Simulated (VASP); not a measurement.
Here is a VASP 6.6.1 calculation.

Contents of INCAR:

```
ALGO = Normal
EDIFF = 1E-6
ENCUT = 600
GGA = PE
GGA_COMPAT = F
ISIF = 2
ISMEAR = -1
LASPH = T
LCHARG = F
LREAL = F
LWAVE = F
NBANDS = 15
NELM = 120
PREC = Accurate
SIGMA = 0.05
```

KPOINTS

```
k-points
0
Gamma
  15 15 9
```

POSCAR

```
Os
1.0
    2.7340999755      0.0000000000      0.0000000000
   -1.3670499878      2.3678000353      0.0000000000
    0.0000000000      0.0000000000      4.1901090000
Os
2
Direct
    0.3333333333      0.6666666667      0.2500000000
    0.6666666667      0.3333333333      0.7500000000
```

Potentials or basis: VASP PAW PBE potentials, release 64 (Os).

The run is started by

```console
$ cat potpaw_PBE.64/Os/POTCAR > POTCAR
$ mpirun -np 1 vasp_std > vasp.out
```

**Question.** Estimate the band gap on the k mesh.

**Answer.** Zero (bands 8 and 9 overlap by 4.04 eV).

**Question.** Predict the pressure.

**Answer.** 24.7 GPa.

Stress tensor (GPa, compression positive):
```
17.36  0.00  0.00
 0.00 17.36  0.00
 0.00  0.00 39.43
```

Caveat: the cell differs from its parent crystal (zz strain of -3 %); the cell stands under pressure; spin-orbit coupling is left out, which moves the levels of the heavy elements.
